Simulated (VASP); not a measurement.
Here is a VASP 6.6.1 calculation.

The input INCAR:

```
SYSTEM = C
  PREC = Accurate
  ENCUT = 520
  EDIFF = 1E-8
  ISMEAR = -1
  SIGMA = 0.08
  LREAL = .FALSE.
  LASPH = .TRUE.
  NELM = 100
  ALGO = Normal
  ISIF = 2
  LWAVE = .FALSE.
  LCHARG = .FALSE.
  GGA = PE
  LEFG = .TRUE.
  NBANDS = 11
```

Contents of KPOINTS:

```
Automatic mesh
0
G
  20 20 20
  0 0 0
```

Contents of POSCAR:

```
C
1.0
    0.0000000000      1.7834000000      1.8190680000
    1.7834000000      0.0000000000      1.8190680000
    1.7834000000      1.7834000000      0.0000000000
C
2
Direct
    0.5000000000      0.5000000000      0.5000000000
    0.7500000000      0.7500000000      0.7500000000
```

Potentials or basis: VASP PAW PBE potentials, release 64 (C).

Command:

```sh
$ cat potpaw_PBE.64/C/POTCAR > POTCAR
$ mpirun -np 1 vasp_std > vasp.out
```

(1) Estimate the band gap on the k mesh.

(2) What does it give for the pressure?

## Answers

(1) 3.84 eV, indirect (least direct gap 5.36 eV).

(2) -6.0 GPa.

Caveat: the cell differs from its parent crystal (zz strain of +2 %); without QUAD_EFG the Cq values of the log hold for a quadrupole moment of 1 mb, not for the nuclei.
